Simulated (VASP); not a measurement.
# GaN (P1) in VASP: a series of runs

Runs on GaN. Level: PBE. Tasks: single point.

Program: VASP 6.6.1. These are calculated values, not measurements. Logs are shortened: lines on timing, memory, paths and dates and some standing lists are left out, and cuts for length are marked.

**1. The cell of the first run**

The typed cell holds 8 atoms: a = 6.378 Å, b = 3.189 Å, c = 5.192 Å, α = 90.00°, β = 90.00°, γ = 120.00°.

**2. Single point, PBE**

INCAR

```
SYSTEM = GaN
  PREC = Accurate
  ENCUT = 600
  EDIFF = 1E-6
  ISMEAR = 0
  SIGMA = 0.01
  LREAL = .FALSE.
  LASPH = .TRUE.
  NELM = 120
  ALGO = Normal
  ISIF = 2
  LWAVE = .FALSE.
  LCHARG = .FALSE.
  GGA = PE
  NBANDS = 46
  GGA_COMPAT = .FALSE.
```

KPOINTS

```
regular mesh
0
G
  1 1 1
  0 0 0
```

POSCAR

```
GaN
1.0
    6.3778600000      0.0000000000      0.0000000000
   -1.5944650000      2.7616950000      0.0000000000
    0.0000000000      0.0000000000      5.1923570000
Ga N
4 4
Direct
    0.3479980000      0.3250190000      0.5021260000
    0.1675850000      0.6771430000      0.9882830000
    0.8276470000      0.3386260000      0.4948660000
    0.6466110000      0.6816020000      0.9960650000
    0.3307320000      0.3239070000      0.8676370000
    0.1613740000      0.6602390000      0.3737070000
    0.8286710000      0.3367000000      0.8776870000
    0.6669980000      0.6559490000      0.3773920000
```

Potentials or basis: VASP PAW PBE potentials, release 64 (Ga_d, N).

The run is started by

```sh
cat potpaw_PBE.64/Ga_d/POTCAR potpaw_PBE.64/N/POTCAR > POTCAR
mpirun -np 1 vasp_gam > vasp.out
```

OUTCAR:

```text
SYSTEM = GaN
   PREC = Accurate
   ENCUT = 600
   EDIFF = 1E-6
   ISMEAR = 0
   LREAL = .FALSE.
   LASPH = .TRUE.
   NELM = 120
   ISIF = 2
   GGA = PE

 ion  position               nearest neighbor table
   1  0.348  0.325  0.502-   8 1.88   5 1.90   6 1.96   6 2.07
   2  0.168  0.677  0.988-   5 1.89   7 1.96   5 1.98   6 2.00
   3  0.828  0.339  0.495-   8 1.87   6 1.95   8 1.98   7 1.99
   4  0.647  0.682  0.996-   5 1.87   7 1.91   8 1.99   7 2.05
   5  0.331  0.324  0.868-   4 1.87   2 1.89   1 1.90   2 1.98
   6  0.161  0.660  0.374-   3 1.95   1 1.96   2 2.00   1 2.07
   7  0.829  0.337  0.878-   4 1.91   2 1.96   3 1.99   4 2.05
   8  0.667  0.656  0.377-   3 1.87   1 1.88   3 1.98   4 1.99

  Warning from LATTYP: Monoclinic adjustment (A1->A3, A2->A1, A3->A2)!
  LATTYP: Found a simple orthorhombic cell.
 ALAT       =     3.1889305275
 B/A-ratio  =     1.6282440007
 C/A-ratio  =     1.7320506166

  Lattice vectors:

 A1 = (  -1.5944650000,   2.7616950000,   0.0000000000)
 A2 = (   0.0000000000,   0.0000000000,   5.1923570000)
 A3 = (   4.7833950000,   2.7616950000,   0.0000000000)

Analysis of symmetry for initial positions (statically):
=====================================================================
 Subroutine PRICEL returns:
 Original cell was already a primitive cell.

 Routine SETGRP: Setting up the symmetry group for a
 simple orthorhombic supercell.

 Subroutine GETGRP returns: Found  1 space group operations
 (whereof  1 operations were pure point group operations)
 out of a pool of  8 trial point group operations.

The static configuration has the point symmetry C_1 .

Analysis of symmetry for dynamics (positions and initial velocities):
=====================================================================
 Subroutine PRICEL returns:
 Original cell was already a primitive cell.

 Routine SETGRP: Setting up the symmetry group for a
 simple orthorhombic supercell.

 Subroutine GETGRP returns: Found  1 space group operations
 (whereof  1 operations were pure point group operations)
 out of a pool of  8 trial point group operations.

The dynamic configuration has the point symmetry C_1 .

 Subroutine INISYM returns: Found  1 space group operations
 (whereof  1 operations are pure point group operations),
 and found     1 'primitive' translations

----------------------------------------------------------------------------------------

                                     Primitive cell

  volume of cell :      91.4566

  direct lattice vectors                    reciprocal lattice vectors
     6.377860000  0.000000000  0.000000000     0.156792404  0.090524117  0.000000000
    -1.594465000  2.761695000  0.000000000     0.000000000  0.362096466  0.000000000
     0.000000000  0.000000000  5.192357000     0.000000000  0.000000000  0.192590764

  length of vectors
     6.377860000  3.188930528  5.192357000     0.181048263  0.362096466  0.192590764

  position of ions in fractional coordinates (direct lattice)
     0.347998000  0.325019000  0.502126000
     0.167585000  0.677143000  0.988283000
     0.827647000  0.338626000  0.494866000
     0.646611000  0.681602000  0.996065000
     0.330732000  0.323907000  0.867637000
     0.161374000  0.660239000  0.373707000
     0.828671000  0.336700000  0.877687000
     0.666998000  0.655949000  0.377392000

  ion indices of the primitive-cell ions
   primitive index   ion index
                 1           1
                 2           2
                 3           3
                 4           4
                 5           5
                 6           6
                 7           7
                 8           8

----------------------------------------------------------------------------------------

 KPOINTS: regular mesh

Automatic generation of k-mesh.
 Grid dimensions read from file:
 generate k-points for:    1    1    1

 Generating k-lattice:

  Cartesian coordinates                     Fractional coordinates (reciprocal lattice)
     0.156792404  0.090524117  0.000000000     1.000000000  0.000000000  0.000000000
     0.000000000  0.362096466  0.000000000     0.000000000  1.000000000  0.000000000
     0.000000000  0.000000000  0.192590764     0.000000000  0.000000000  1.000000000

  Length of vectors
     0.181048263  0.362096466  0.192590764

  Shift w.r.t. Gamma in fractional coordinates (k-lattice)
     0.000000000  0.000000000  0.000000000

 Subroutine IBZKPT returns following result:
 ===========================================

 Found      1 irreducible k-points:

 Following reciprocal coordinates:
            Coordinates               Weight
  0.000000  0.000000  0.000000      1.000000
   k-points           NKPTS =      1   k-points in BZ     NKDIM =      1   number of bands    NBANDS=     46
   number of dos      NEDOS =    301   number of ions     NIONS =      8
   total plane-waves  NPLWV =  63504
   dimension x,y,z NGX =    54 NGY =   28 NGZ =   42
   dimension x,y,z NGXF=   108 NGYF=   56 NGZF=   84
   ions per type =               4   4
   NGX,Y,Z   is equivalent  to a cutoff of  14.08, 14.60, 13.45 a.u.
   NGXF,Y,Z  is equivalent  to a cutoff of  28.15, 29.19, 26.89 a.u.
 SYSTEM =  GaN
   PREC   = accura    normal or accurate (medium, high low for compatibility)
   ISTART =      0    job   : 0-new  1-cont  2-samecut
   ICHARG =      2    charge: 1-file 2-atom 10-const
   ISPIN  =      1    spin polarized calculation?
   LNONCOLLINEAR =      F non collinear calculations
   LSORBIT =      F    spin-orbit coupling
   LASPH  =      T    aspherical Exc in radial PAW
   ENCUT  =  600.0 eV  44.10 Ry    6.64 a.u.  12.74  6.37 10.37*2*pi/ulx,y,z
   NELM   =    120;   NELMIN=  2; NELMDL= -5     # of ELM steps
   EDIFF  = 0.1E-05   stopping-criterion for ELM
   LREAL  =      F    real-space projection
[... 7 lines left out ...]
   TEBEG  =    0.0;   TEEND  =   0.0 temperature during run
   PSTRESS=    0.0 pullay stress
   NELECT =      72.0000    total number of electrons
   NUPDOWN=      -1.0000    fix difference up-down
   EMIN   =  10.00;   EMAX   =-10.00  energy-range for DOS
   EFERMI =   0.00;   METHOD = LEGACY
   ISMEAR =     0;   SIGMA  =   0.01  broadening in eV -4-tet -1-fermi 0-gaus
   EFERMI_NEDOS =   21; number of points for ismear=-14 and -15
   IALGO  =     38    algorithm
   IMIX   =      4    mixing-type and parameters
     AMIX     =   0.40;   BMIX     =  1.00
     AMIX_MAG =   1.60;   BMIX_MAG =  1.00
  volume/ion in A,a.u.               =      11.43        77.15
  Fermi-wavevector in a.u.,A,eV,Ry     =   1.511636  2.856578 31.089906  2.285044
  Thomas-Fermi vector in A             =   2.621667
   LORBIT       =      0    0 simple, 1 ext, 2 COOP (PROOUT), +10 PAW based schemes
   GGA     = PE    functional components
   LHFCALC =     F    Hartree Fock is set to
   AEXX    =    0.0000 exact exchange contribution
   IVDW    =     0    specifies the selected vdW correction
   LEPSILON=     F    determine dielectric tensor
   LRPA    =     F    only Hartree local field effects (RPA)
 non-spin polarized calculation
 Gauss-broadening in eV      SIGMA  =   0.01
  energy-cutoff  :      600.00
  volume of cell :       91.46
 maximum number of plane-waves:      1536
 NGX is ok and might be reduce to    50
   NGX = 25   NGY = 13   NGZ = 21

 number of electron      72.0000001 magnetization

 Free energy of the ion-electron system (eV)
  ---------------------------------------------------
  ext. energy  EPLUGINS =         0.00000000
  ---------------------------------------------------
  free energy    TOTEN  =       -36.02440939 eV

  energy without entropy =      -36.02440939  energy(sigma->0) =      -36.02440939

 E-fermi :   6.3314     XC(G=0): -11.5368

 val. band max:        6.2708441782   @ k =   0.0000   0.0000   0.0000
 cond. band min:       7.5841267883   @ k =   0.0000   0.0000   0.0000
 fundamental gap:      1.3132826101
 Fermi energy:         6.3314026877

 k-point     1 :       0.0000    0.0000    0.0000
  band No.  band energies     occupation
      1     -10.3893      2.00000
      2      -9.7922      2.00000
      3      -9.2710      2.00000
      4      -9.1024      2.00000
      5      -8.3140      2.00000
      6      -8.2991      2.00000
[... 38 lines left out ...]
     45      15.5431      0.00000
     46      15.7266      0.00000

------------------------ aborting loop because EDIFF is reached ----------------------------------------

  FORCE on cell =-STRESS in cart. coord.  units (eV):
  Direction    XX          YY          ZZ          XY          YZ          ZX
  --------------------------------------------------------------------------------------
  -------------------------------------------------------------------------------------
  Total       13.1303683     13.3409994     -1.0666098      1.5623912     -0.8784325      0.3840547
  in kB      230.0235232    233.7134506    -18.6853361     27.3706518    -15.3887632      6.7280383
  external PRESSURE =     148.3505459 kB  Pullay stress =       0.0000000 kB

 VOLUME and BASIS-vectors are now :
 -----------------------------------------------------------------------------
  energy-cutoff  :      600.00
  volume of cell :       91.46
      direct lattice vectors                 reciprocal lattice vectors
     6.377860000  0.000000000  0.000000000     0.156792404  0.090524117  0.000000000
    -1.594465000  2.761695000  0.000000000     0.000000000  0.362096466  0.000000000
     0.000000000  0.000000000  5.192357000     0.000000000  0.000000000  0.192590764

 POSITION                                       TOTAL-FORCE (eV/Angst)
 -----------------------------------------------------------------------------------
      1.70125      0.89760      2.60722        -1.074851      0.219174     -0.403864
     -0.01085      1.87006      5.13152        -1.792468     -1.800597      1.553299
      4.73869      0.93518      2.56952         2.590873      0.233882      1.014964
      3.03720      1.88238      5.17193         1.298392     -0.578373      0.870646
      1.59290      0.89453      4.50508         1.036554      1.256692     -0.426255
     -0.02351      1.82338      1.94042        -0.594862     -0.834143     -0.664500
      4.74829      0.92986      4.55726         0.815242      1.480588     -0.764445
      3.20813      1.81153      1.95955        -2.278880      0.022777     -1.179845
 -----------------------------------------------------------------------------------
    total drift:                               -0.000189     -0.000086      0.000316

  FREE ENERGIE OF THE ION-ELECTRON SYSTEM (eV)
  ---------------------------------------------------
  free  energy   TOTEN  =       -36.0244093863 eV

  energy  without entropy=      -36.0244093863  energy(sigma->0) =      -36.02440939
```

Wall time 11 s (1 thread of Intel Xeon Platinum 8488C (Sapphire Rapids), shared host); peak memory 0.22 GiB.

What came out:

```
Free energy   : -36.0244 eV
Pressure      : 14.8 GPa
Largest force : 2.978 eV/Å
```

Forces in eV/Å, atoms in the order of the input:
```
Ga  -1.075  0.219 -0.404
Ga  -1.792 -1.801  1.553
Ga   2.591  0.234  1.015
Ga   1.298 -0.578  0.871
N    1.037  1.257 -0.426
N   -0.595 -0.834 -0.664
N    0.815  1.481 -0.764
N   -2.279  0.023 -1.180
```

Stress tensor (GPa, compression positive):
```
23.00  2.74  0.67
 2.74 23.37 -1.54
 0.67 -1.54 -1.87
```

Levels at points of the mesh, in eV from the Fermi level:
```
           k point  band 32  band 33  band 34  band 35  band 36  band 37  band 38  band 39  band 40  band 41
(0.00, 0.00, 0.00)    -1.56    -0.82    -0.40    -0.31    -0.06     1.25     3.38     4.23     4.78     5.23
```

Caveat: the k points lie up to 1.97 Å⁻¹ apart; forces of over 1 eV/Å act on the atoms, so gaps and moduli don't describe the material at rest.

**3. Single point, PBE**

INCAR

```
PREC = Accurate
ENCUT = 600
EDIFF = 1E-6
ISMEAR = 0
SIGMA = 0.01
LREAL = False
LASPH = True
NELM = 120
ALGO = Normal
ISIF = 2
LWAVE = False
LCHARG = True
GGA = PE
LELF = True
LVHAR = True
NBANDS = 46
GGA_COMPAT = False
```

KPOINTS

```
regular mesh
0
Gamma
  1 1 1
```

POSCAR is that of step 2.

Potentials or basis: VASP PAW PBE potentials, release 64 (Ga_d, N).

The run is started by

```sh
cat potpaw_PBE.64/Ga_d/POTCAR potpaw_PBE.64/N/POTCAR > POTCAR
mpirun -np 1 vasp_gam > vasp.out
```

Run time: 13 s. Hardware: 1 thread of Intel Xeon Platinum 8488C (Sapphire Rapids), shared host; peak memory 0.22 GiB.

It converged, with:

* Free energy: -36.0244 eV
* Pressure: 14.8 GPa
* Largest force: 2.978 eV/Å

Forces on the atoms (eV/Å):
```
Ga  -1.075  0.219 -0.404
Ga  -1.792 -1.801  1.553
Ga   2.591  0.234  1.015
Ga   1.298 -0.578  0.871
N    1.037  1.257 -0.426
N   -0.595 -0.834 -0.664
N    0.815  1.481 -0.764
N   -2.279  0.023 -1.180
```

Stress tensor (GPa, compression positive):
```
23.00  2.74  0.67
 2.74 23.37 -1.54
 0.67 -1.54 -1.87
```

Levels at points of the mesh, in eV from the Fermi level:
```csv
k point,band 34,band 35,band 36,band 37,band 38,band 39
"(0.00, 0.00, 0.00)",-0.40,-0.31,-0.06,1.25,3.38,4.23
```

Caveat: the k points lie up to 1.97 Å⁻¹ apart; forces of over 1 eV/Å act on the atoms, so gaps and moduli don't describe the material at rest.
